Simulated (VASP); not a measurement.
Input of a VASP 6.6.1 run:

Contents of INCAR:

```
PREC = Accurate ; ENCUT = 600
EDIFF = 1E-6 ; ISMEAR = 0
SIGMA = 0.1 ; LREAL = False
LASPH = True ; NELM = 100
ALGO = Normal ; ISIF = 3
LWAVE = False ; LCHARG = False
GGA = PE ; IBRION = 2
NSW = 90 ; EDIFFG = -0.04
```

Contents of KPOINTS:

```
Automatic mesh
0
Gamma
  6 6 1
```

File POSCAR:

```
Mg2CdSe3
1.0
    4.0828309900      0.0000000000      0.0000000000
   -2.0414155000      3.5358353600      0.0000000000
    0.0000000000      0.0000000000     19.7785547400
Mg Cd Se
4 2 6
Direct
    0.6666666700      0.3333333300      0.1661040800
    0.6666666700      0.3333333300      0.8327707400
    0.3333333300      0.6666666700      0.3327707400
    0.3333333300      0.6666666700      0.6661040800
    0.6666666700      0.3333333300      0.4994374100
    0.3333333300      0.6666666700      0.9994374100
    0.6666666700      0.3333333300      0.2922292600
    0.6666666700      0.3333333300      0.6255625900
    0.6666666700      0.3333333300      0.9588959200
    0.3333333300      0.6666666700      0.1255625900
    0.3333333300      0.6666666700      0.4588959200
    0.3333333300      0.6666666700      0.7922292600
```

Potentials or basis: VASP PAW PBE potentials, release 64 (Mg, Cd, Se).

Run with:

```console
$ cat potpaw_PBE.64/Mg/POTCAR potpaw_PBE.64/Cd/POTCAR potpaw_PBE.64/Se/POTCAR > POTCAR
$ mpirun -np 1 vasp_std > vasp.out
```

Problem. What does it give for the relaxed cell?

Solution. a = 4.300 Å, b = 4.300 Å, c = 20.898 Å, α = 90.00°, β = 90.00°, γ = 120.00°.

Problem. Predict the space group after relaxing (to 0.1 Å).

Solution. P6_3mc (No. 186).

Problem. What does it give for the relaxed volume?

Solution. 27.88 Å³/atom.

The path:
```tsv
step	energy change (eV)	largest force (eV/Å)	pressure (GPa)	volume (Å³)
1	0.0000	0.9177	10.59	285.53
2	-1.3576	0.1661	-2.32	355.58
3	-1.5023	0.2496	-0.03	335.86
4	-1.5022	0.2408	-0.17	336.92
5	-1.5148	0.1712	-0.13	336.48
6	-1.5349	0.1405	-0.03	335.15
7	-1.5357	0.1388	0.00	334.83
8	-1.5398	0.0296	0.02	334.60
```

Caveat: the volume moved by over 15 % at a fixed basis, so the end points are rough.
